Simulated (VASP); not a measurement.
Input of a VASP 6.6.1 run:

File INCAR:

```
  PREC = Accurate
  ENCUT = 520
  EDIFF = 1E-6
  ISMEAR = -1
  SIGMA = 0.05
  LREAL = Auto
  LASPH = True
  NELM = 100
  ALGO = Normal
  ISIF = 2
  LWAVE = False
  LCHARG = False
  GGA = PE
  ISYM = 0
  NBANDS = 86
```

KPOINTS

```
Automatic mesh
0
Gamma
  1 1 1
  0.25 0.25 0.25
```

File POSCAR:

```
CoSi2
1.0
    7.4169260000     -0.1672480000     -0.1219080000
   -0.1672480000      7.1745680000      0.0683210000
   -0.1219080000      0.0683210000      6.7525770000
Si Co
16 8
Direct
    0.5672856599      0.6469282551      0.7392402745
    0.0365731107      0.5809162933      0.4042143870
    0.1134066250     -0.0022358360      0.7067254367
    0.7057949377      0.6828962163      0.0686238597
    0.4165874734      0.3324839047      0.8082586415
    0.7119413524      0.1087910783      0.3428342440
    0.7982009892      0.8717817523      0.6143068172
    0.6848744105      0.3947964787      0.5344431880
    0.3696819938      0.5446489522      0.3953927858
    0.1392879903      0.1158176800      0.3314913019
    0.0661158019      0.6887833769      0.9869521926
    0.8935151130      0.3819926009      0.1724905209
    0.6722021532      0.1473605267      0.9797623932
    0.4698799967      0.8856109590      0.4158669060
    0.3525265170      0.8687335298     -0.0165604836
    0.0911935328      0.3210844561      0.8800320841
    0.2504398129      0.7320229003      0.6803835158
    0.9594659991      0.0838867458      0.0656841610
    0.8333127708      0.1644602216      0.6878097660
    0.1708045210      0.3394757829      0.5695265841
    0.2078816113      0.7942691311      0.2641631736
    0.4953229475      0.0138135789      0.7294874346
    0.5969618015      0.3935106668      0.1963910041
    0.8987078257      0.5760248106      0.7049942685
```

Potentials or basis: VASP PAW PBE potentials, release 64 (Si, Co).

Command:

```console
$ cat potpaw_PBE.64/Si/POTCAR potpaw_PBE.64/Co/POTCAR > POTCAR
$ mpirun -np 1 vasp_std > vasp.out
```

Question: What does it give for the pressure?

Answer: -6.7 GPa.

Question: Estimate the largest force.

Answer: 1.817 eV/Å.

Question: Estimate the band gap on the k mesh.

Answer: 0.09 eV.

Stress tensor (GPa, compression positive):
```
-6.92  4.70  1.72
 4.70 -4.92  0.39
 1.72  0.39 -8.11
```

Caveat: the k points lie up to 0.93 Å⁻¹ apart. Spin polarisation is off, so any magnetic state and its effect on volume and gap are missing.
